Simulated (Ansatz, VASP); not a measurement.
## One calculation of LiNbBr2, two programs

```
Li Nb Br
1.0
     5.52329    0.00000    0.00000
     0.00000    5.52329    0.00000
     0.00000    0.00000    2.57847
Li Nb Br
1 1 2
Direct
  0.50000 0.50000 0.50000
  0.00000 0.00000 0.00000
  0.50000 0.00000 0.00000
  0.00000 0.50000 0.00000
```

Alike in both runs: task relaxation of cell and atoms; functional PBE; k mesh 4 × 4 × 6; occupations gaussian, width 0.1 eV; no spin polarisation.

```csv
,VASP,Ansatz
version,VASP 6.6.1,Ansatz 0.2.0
potentials or method,"VASP PAW PBE potentials, release 64 (Li_sv, Nb_sv, Br), cutoff 600 eV","scalar-relativistic, plane waves, PAW"
valence electrons in the cell,30,30
```

|  | VASP | Ansatz | Ansatz less VASP |
| --- | --- | --- | --- |
| gap on the k mesh at the Fermi level, each at its own relaxed structure (eV) | none | none | - |
| relaxed volume (Å³/atom) | 22.16 | 22.18 | +0.014 |
| relaxed length of the cell vector where the two differ most in proportion (Å) | 3.338 | 3.336 | -0.0026 |

A gap of «none» marks a metal or a gap that the smearing closes.

The k mesh is coarse, so the values compare programs but aren't converged. Noted on VASP's run: the cutoff is under 1.25 times that of the potentials, so the pressure is a little rough.
